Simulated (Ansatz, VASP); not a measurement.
# One calculation of TePb, two programs

Contents of INCAR:

```
PREC = Accurate
ENCUT = 500
EDIFF = 1E-6
ISMEAR = 0
SIGMA = 0.1
LREAL = False
LASPH = True
NELM = 120
ALGO = Normal
ISIF = 2
LWAVE = False
LCHARG = False
GGA = PE
NBANDS = 17
GGA_COMPAT = False
```

The input KPOINTS:

```
regular mesh
0
Gamma
  6 6 6
```

File POSCAR:

```
TePb
1.0
    3.8485948458      0.0000000000      0.0000000000
    0.0000000000      3.8485948458      0.0000000000
    0.0000000000      0.0000000000      3.8485948458
Pb Te
1 1
Direct
    0.0000000000      0.0000000000      0.0000000000
    0.5000000000      0.5000000000      0.5000000000
```

Input for Ansatz:

```yaml
crystal:
  lattice:
    - [3.8485948458, 0.0, 0.0]
    - [0.0, 3.8485948458, 0.0]
    - [0.0, 0.0, 3.8485948458]
  atoms:
    - { symbol: Pb, position: [0.0, 0.0, 0.0] }
    - { symbol: Te, position: [0.5, 0.5, 0.5] }
basis:
  ecutwfc: 420
kpoints:
  mp_grid: { grid: [6, 6, 6] }
hamiltonian:
  xc: pbe
scf:
  occupations: { method: gaussian, width: 0.1 }
output:
  forces: true
  stress: true
  eigenvalues: true
```

Alike in both runs: task single point; functional PBE; k mesh 6 × 6 × 6; occupations gaussian, width 0.1 eV; no spin polarisation.

```csv
,VASP,Ansatz
version,VASP 6.6.1,Ansatz 0.2.0
potentials or method,"VASP PAW PBE potentials, release 64 (Pb_d, Te), cutoff 500 eV","scalar-relativistic, plane waves, PAW"
valence electrons in the cell,20,30
```

```csv
,VASP,Ansatz,Ansatz less VASP
gap on the k mesh at the Fermi level (eV),none,none,-
pressure (GPa),5.8,5.9,+0.07
```

A gap of «none» marks a metal or a gap that the smearing closes. With one functional, cell and mesh, what is left measures potentials, basis and numerics. VASP's potentials hold 20 valence electrons a cell and Ansatz's 30, so a difference there can come from the potentials and not from the codes.

Spin-orbit coupling is off throughout.
